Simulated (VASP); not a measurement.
# SnPb2Se3 (Cmcm) in VASP: single point with PBE

Aim: the single point of SnPb2Se3 with PBE.

Program: VASP 6.6.1. These are calculated values, not measurements. Logs are shortened: lines on timing, memory, paths and dates and some standing lists are left out, and cuts for length are marked.

## (1) The cell of the first run

Symmetry: Cmcm, No. 63, orthorhombic system. Conventional cell: a = 12.978 Å, b = 12.322 Å, c = 4.423 Å, α = 90.00°, β = 90.00°, γ = 90.00°. Sn (site symmetry m2m) has 5 Se at 2.75 to 3.06 Å within 3.6 Å. Within 3.7 Å of Pb (site symmetry m) lie 5 Se at 2.83 to 3.11 Å. Se (site symmetry m) has 3 Pb at 2.83 to 3.11 Å and 2 Sn at 3.06 Å within 3.7 Å. Se (site symmetry m2m) has 1 Sn at 2.75 Å and 4 Pb at 3.11 Å within 3.6 Å.

## (2) Single point, PBE

Contents of INCAR:

```
SYSTEM = SnPb2Se3
PREC = Accurate ; ENCUT = 520
EDIFF = 1E-7 ; ISMEAR = 0
SIGMA = 0.1 ; LREAL = .False.
LASPH = .True. ; NELM = 80
ALGO = Normal ; ISIF = 2
LWAVE = .False. ; LCHARG = .True.
GGA = PE ; LELF = .True.
LVHAR = .True. ; NBANDS = 72
```

Contents of KPOINTS:

```
Automatic mesh
0
Gamma
  2 2 4
  0 0 0
```

Contents of POSCAR:

```
SnPb2Se3
1.0
    6.4889791000     -6.1611611000      0.0000000000
    6.4889791000      6.1611611000      0.0000000000
    0.0000000000      0.0000000000      4.4227181000
Sn Pb Se
2 4 6
Direct
    0.1329140000      0.8670860000      0.2500000000
    0.8670860000      0.1329140000      0.7500000000
    0.8018980000      0.5354160000      0.2500000000
    0.4645840000      0.1981020000      0.2500000000
    0.5354160000      0.8018980000      0.7500000000
    0.1981020000      0.4645840000      0.7500000000
    0.0258810000      0.3001180000      0.2500000000
    0.6998820000      0.9741190000      0.2500000000
    0.3564030000      0.6435970000      0.2500000000
    0.3001180000      0.0258810000      0.7500000000
    0.9741190000      0.6998820000      0.7500000000
    0.6435970000      0.3564030000      0.7500000000
```

Potentials or basis: VASP PAW PBE potentials, release 64 (Sn_d, Pb_d, Se).

Command:

```console
cat potpaw_PBE.64/Sn_d/POTCAR potpaw_PBE.64/Pb_d/POTCAR potpaw_PBE.64/Se/POTCAR > POTCAR
mpirun -np 1 vasp_std > vasp.out
```

OUTCAR:

```text
SYSTEM = SnPb2Se3
   PREC = Accurate
   ENCUT = 520
   EDIFF = 1E-7
   ISMEAR = 0
   LREAL = .False.
   LASPH = .True.
   NELM = 80
   ISIF = 2
   GGA = PE

 ion  position               nearest neighbor table
   1  0.133  0.867  0.250-   9 2.75  10 3.06  11 3.06  10 3.06  11 3.06
   2  0.867  0.133  0.750-  12 2.75   8 3.06   7 3.06   7 3.06   8 3.06
   3  0.802  0.535  0.250-   7 2.83  11 3.11  11 3.11  12 3.11  12 3.11   5 3.96   5 3.96
   4  0.465  0.198  0.250-   8 2.83  10 3.11  10 3.11  12 3.11  12 3.11   6 3.96   6 3.96
   5  0.535  0.802  0.750-  10 2.83   8 3.11   8 3.11   9 3.11   9 3.11   3 3.96   3 3.96
   6  0.198  0.465  0.750-  11 2.83   7 3.11   7 3.11   9 3.11   9 3.11   4 3.96   4 3.96
   7  0.026  0.300  0.250-   3 2.83   2 3.06   2 3.06   6 3.11   6 3.11
   8  0.700  0.974  0.250-   4 2.83   2 3.06   2 3.06   5 3.11   5 3.11
   9  0.356  0.644  0.250-   1 2.75   5 3.11   6 3.11   5 3.11   6 3.11
  10  0.300  0.026  0.750-   5 2.83   1 3.06   1 3.06   4 3.11   4 3.11
  11  0.974  0.700  0.750-   6 2.83   1 3.06   1 3.06   3 3.11   3 3.11
  12  0.644  0.356  0.750-   2 2.75   3 3.11   4 3.11   3 3.11   4 3.11

  LATTYP: Found a base centered orthorhombic cell.
 ALAT       =    12.3223222000
 B/A-ratio  =     1.0532071788
 C/A-ratio  =     0.3589192060

  Lattice vectors:

 A1 = (  -6.4889791000,  -6.1611611000,   0.0000000000)
 A2 = (   6.4889791000,  -6.1611611000,   0.0000000000)
 A3 = (   0.0000000000,   0.0000000000,   4.4227181000)

Analysis of symmetry for initial positions (statically):
=====================================================================
 Subroutine PRICEL returns:
 Original cell was already a primitive cell.

 Routine SETGRP: Setting up the symmetry group for a
 base centered orthorhombic supercell.

 Subroutine GETGRP returns: Found  8 space group operations
 (whereof  4 operations were pure point group operations)
 out of a pool of  8 trial point group operations.

The static configuration has the point symmetry C_2h.
 The point group associated with its full space group is D_2h.

Analysis of symmetry for dynamics (positions and initial velocities):
=====================================================================
 Subroutine PRICEL returns:
 Original cell was already a primitive cell.

 Routine SETGRP: Setting up the symmetry group for a
 base centered orthorhombic supercell.

 Subroutine GETGRP returns: Found  8 space group operations
 (whereof  4 operations were pure point group operations)
 out of a pool of  8 trial point group operations.

The dynamic configuration has the point symmetry C_2h.
 The point group associated with its full space group is D_2h.

 Subroutine INISYM returns: Found  8 space group operations
 (whereof  4 operations are pure point group operations),
 and found     1 'primitive' translations

----------------------------------------------------------------------------------------

                                     Primitive cell

  volume of cell :     353.6374

  direct lattice vectors                    reciprocal lattice vectors
     6.488979100 -6.161161100  0.000000000     0.077053723 -0.081153535  0.000000000
     6.488979100  6.161161100  0.000000000     0.077053723  0.081153535  0.000000000
     0.000000000  0.000000000  4.422718100     0.000000000  0.000000000  0.226105299

  length of vectors
     8.948002898  8.948002898  4.422718100     0.111906981  0.111906981  0.226105299

  position of ions in fractional coordinates (direct lattice)
     0.132914000  0.867086000  0.250000000
     0.867086000  0.132914000  0.750000000
     0.801898000  0.535416000  0.250000000
     0.464584000  0.198102000  0.250000000
     0.535416000  0.801898000  0.750000000
     0.198102000  0.464584000  0.750000000
     0.025881000  0.300118000  0.250000000
     0.699882000  0.974119000  0.250000000
     0.356403000  0.643597000  0.250000000
     0.300118000  0.025881000  0.750000000
     0.974119000  0.699882000  0.750000000
     0.643597000  0.356403000  0.750000000

  ion indices of the primitive-cell ions
   primitive index   ion index
                 1           1
                 2           2
                 3           3
                 4           4
                 5           5
                 6           6
                 7           7
                 8           8
                 9           9
                10          10
                11          11
                12          12

----------------------------------------------------------------------------------------

 KPOINTS: Automatic mesh

Automatic generation of k-mesh.
 Grid dimensions read from file:
 generate k-points for:    2    2    4

 Generating k-lattice:

  Cartesian coordinates                     Fractional coordinates (reciprocal lattice)
     0.038526862 -0.040576767  0.000000000     0.500000000 -0.000000000  0.000000000
     0.038526862  0.040576767  0.000000000    -0.000000000  0.500000000  0.000000000
     0.000000000  0.000000000  0.056526325     0.000000000  0.000000000  0.250000000

  Length of vectors
     0.055953491  0.055953491  0.056526325

  Shift w.r.t. Gamma in fractional coordinates (k-lattice)
     0.000000000  0.000000000  0.000000000

 Subroutine IBZKPT returns following result:
 ===========================================

 Found      9 irreducible k-points:

 Following reciprocal coordinates:
            Coordinates               Weight
  0.000000  0.000000  0.000000      1.000000
  0.500000  0.000000  0.000000      2.000000
  0.500000  0.500000  0.000000      1.000000
  0.000000  0.000000  0.250000      2.000000
  0.500000  0.000000  0.250000      4.000000
  0.500000  0.500000  0.250000      2.000000
  0.000000  0.000000  0.500000      1.000000
  0.500000  0.000000  0.500000      2.000000
  0.500000  0.500000  0.500000      1.000000
   k-points           NKPTS =      9   k-points in BZ     NKDIM =      9   number of bands    NBANDS=     72
   number of dos      NEDOS =    301   number of ions     NIONS =     12
   total plane-waves  NPLWV = 176400
   dimension x,y,z NGX =    70 NGY =   70 NGZ =   36
   dimension x,y,z NGXF=   140 NGYF=  140 NGZF=   72
   ions per type =               2   4   6
   NGX,Y,Z   is equivalent  to a cutoff of  13.01, 13.01, 13.53 a.u.
   NGXF,Y,Z  is equivalent  to a cutoff of  26.01, 26.01, 27.06 a.u.
 SYSTEM =  SnPb2Se3
   PREC   = accura    normal or accurate (medium, high low for compatibility)
   ISTART =      0    job   : 0-new  1-cont  2-samecut
   ICHARG =      2    charge: 1-file 2-atom 10-const
   ISPIN  =      1    spin polarized calculation?
   LNONCOLLINEAR =      F non collinear calculations
   LSORBIT =      F    spin-orbit coupling
   LASPH  =      T    aspherical Exc in radial PAW
   ENCUT  =  520.0 eV  38.22 Ry    6.18 a.u.  16.64 16.64  8.22*2*pi/ulx,y,z
   NELM   =     80;   NELMIN=  2; NELMDL= -5     # of ELM steps
   EDIFF  = 0.1E-06   stopping-criterion for ELM
   LREAL  =      F    real-space projection
   EDIFFG = 0.1E-05   stopping-criterion for IOM
   NSW    =      0    number of steps for IOM
   IBRION =     -1    ionic relax: 0-MD 1-quasi-New 2-CG
   NFREE  =      0    steps in history (QN), initial steepest desc. (CG)
   ISIF   =      2    stress and relaxation
   ISYM   =      2    0-nonsym 1-usesym 2-fastsym
   POTIM  = 0.5000    time-step for ionic-motion
   TEBEG  =    0.0;   TEEND  =   0.0 temperature during run
   PSTRESS=    0.0 pullay stress
   NELECT =     120.0000    total number of electrons
   NUPDOWN=      -1.0000    fix difference up-down
   EMIN   =  10.00;   EMAX   =-10.00  energy-range for DOS
   EFERMI =   0.00;   METHOD = LEGACY
   ISMEAR =     0;   SIGMA  =   0.10  broadening in eV -4-tet -1-fermi 0-gaus
   EFERMI_NEDOS =   21; number of points for ismear=-14 and -15
   IALGO  =     38    algorithm
   IMIX   =      4    mixing-type and parameters
     AMIX     =   0.40;   BMIX     =  1.00
     AMIX_MAG =   1.60;   BMIX_MAG =  1.00
  volume/ion in A,a.u.               =      29.47       198.87
  Fermi-wavevector in a.u.,A,eV,Ry     =   1.141868  2.157817 17.740122  1.303862
  Thomas-Fermi vector in A             =   2.278567
   LORBIT       =      0    0 simple, 1 ext, 2 COOP (PROOUT), +10 PAW based schemes
   GGA     = PE    functional components
   LHFCALC =     F    Hartree Fock is set to
   AEXX    =    0.0000 exact exchange contribution
   IVDW    =     0    specifies the selected vdW correction
   LEPSILON=     F    determine dielectric tensor
   LRPA    =     F    only Hartree local field effects (RPA)
 non-spin polarized calculation
 Gauss-broadening in eV      SIGMA  =   0.10
  energy-cutoff  :      520.00
  volume of cell :      353.64
 maximum number of plane-waves:      9555
 NGX is ok and might be reduce to    70
   NGX = 33   NGY = 33   NGZ = 17

 number of electron     119.9999991 magnetization

 Free energy of the ion-electron system (eV)
  ---------------------------------------------------
  ext. energy  EPLUGINS =         0.00000000
  ---------------------------------------------------
  free energy    TOTEN  =       -48.75887195 eV

  energy without entropy =      -48.75887195  energy(sigma->0) =      -48.75887195

 E-fermi :   4.7912     XC(G=0):  -9.3566

 val. band max:        4.2812309940   @ k =   0.0000   0.0000   0.5000
 cond. band min:       5.3099005068   @ k =   0.5000   0.5000   0.0000
 fundamental gap:      1.0286695128
 Fermi energy:         4.7912343503

 k-point     1 :       0.0000    0.0000    0.0000
  band No.  band energies     occupation
      1     -16.7225      2.00000
      2     -16.7216      2.00000
      3     -16.7210      2.00000
      4     -16.7189      2.00000
      5     -16.6918      2.00000
      6     -16.6902      2.00000
[... 64 lines left out ...]
     71       8.5517      0.00000
     72       8.6025      0.00000

 k-point     2 :       0.5000    0.0000    0.0000
  band No.  band energies     occupation
      1     -16.7225      2.00000
      2     -16.7216      2.00000
      3     -16.7210      2.00000
      4     -16.7189      2.00000
      5     -16.6918      2.00000
      6     -16.6902      2.00000
[... 64 lines left out ...]
     71       7.8911      0.00000
     72       8.2786      0.00000

 k-point     3 :       0.5000    0.5000    0.0000
  band No.  band energies     occupation
      1     -16.7226      2.00000
      2     -16.7216      2.00000
      3     -16.7210      2.00000
      4     -16.7189      2.00000
      5     -16.6919      2.00000
      6     -16.6901      2.00000
[... 439 lines left out ...]
     71       8.3015      0.00000
     72       8.3416      0.00000

 k-point     9 :       0.5000    0.5000    0.5000
  band No.  band energies     occupation
      1     -16.7277      2.00000
      2     -16.7277      2.00000
      3     -16.7160      2.00000
      4     -16.7160      2.00000
      5     -16.6910      2.00000
      6     -16.6910      2.00000
[... 64 lines left out ...]
     71       9.0382      0.00000
     72       9.0412      0.00000

------------------------ aborting loop because EDIFF is reached ----------------------------------------

  FORCE on cell =-STRESS in cart. coord.  units (eV):
  Direction    XX          YY          ZZ          XY          YZ          ZX
  --------------------------------------------------------------------------------------
  -------------------------------------------------------------------------------------
  Total       -0.3378627      0.3170472     -0.0599613      0.0000000      0.0000000      0.0000000
  in kB       -1.5307092      1.4364030     -0.2716585      0.0000000      0.0000000      0.0000000
  external PRESSURE =      -0.1219882 kB  Pullay stress =       0.0000000 kB

 VOLUME and BASIS-vectors are now :
 -----------------------------------------------------------------------------
  energy-cutoff  :      520.00
  volume of cell :      353.64
      direct lattice vectors                 reciprocal lattice vectors
     6.488979100 -6.161161100  0.000000000     0.077053723 -0.081153535  0.000000000
     6.488979100  6.161161100  0.000000000     0.077053723  0.081153535  0.000000000
     0.000000000  0.000000000  4.422718100     0.000000000  0.000000000  0.226105299

 POSITION                                       TOTAL-FORCE (eV/Angst)
 -----------------------------------------------------------------------------------
      6.48898      4.52335      1.10568         0.000000     -0.022658      0.000000
      6.48898     -4.52335      3.31704         0.000000      0.022658     -0.000000
      8.67780     -1.64184      1.10568         0.001174     -0.016635     -0.000000
      4.30016     -1.64184      1.10568        -0.001174     -0.016635     -0.000000
      8.67780      1.64184      3.31704         0.001174      0.016635     -0.000000
      4.30016      1.64184      3.31704        -0.001174      0.016635     -0.000000
      2.11540      1.68962      1.10568        -0.003046      0.001431      0.000000
     10.86256      1.68962      1.10568         0.003046      0.001431      0.000000
      6.48898      1.76945      1.10568         0.000000     -0.003401     -0.000000
      2.11540     -1.68962      3.31704        -0.003046     -0.001431     -0.000000
     10.86256     -1.68962      3.31704         0.003046     -0.001431     -0.000000
      6.48898     -1.76945      3.31704         0.000000      0.003401     -0.000000
 -----------------------------------------------------------------------------------
    total drift:                               -0.000000     -0.000000      0.000000

  FREE ENERGIE OF THE ION-ELECTRON SYSTEM (eV)
  ---------------------------------------------------
  free  energy   TOTEN  =       -48.7588719520 eV

  energy  without entropy=      -48.7588719520  energy(sigma->0) =      -48.75887195
```

Wall time 9.2 min (1 thread of AMD EPYC 7R13, shared host); peak memory 0.49 GiB.

Results:

| Item | Value |
| --- | --- |
| Free energy | -48.7589 eV |
| Pressure | 0.0 GPa |
| Largest force | 0.023 eV/Å |
| Band gap on the k mesh | 1.03 eV (least direct gap 1.09 eV) |

Forces on the atoms (eV/Å):
```
Sn   0.000 -0.023  0.000
Sn   0.000  0.023  0.000
Pb   0.001 -0.017  0.000
Pb  -0.001 -0.017  0.000
Pb   0.001  0.017  0.000
Pb  -0.001  0.017  0.000
Se  -0.003  0.001  0.000
Se   0.003  0.001  0.000
Se   0.000 -0.003  0.000
Se  -0.003 -0.001  0.000
Se   0.003 -0.001  0.000
Se   0.000  0.003  0.000
```

Stress tensor (GPa, compression positive):
```
-0.15  0.00  0.00
 0.00  0.14  0.00
 0.00  0.00 -0.03
```

Caveat: spin-orbit coupling is left out, which moves the levels of the heavy elements. A k mesh can miss the band edges.
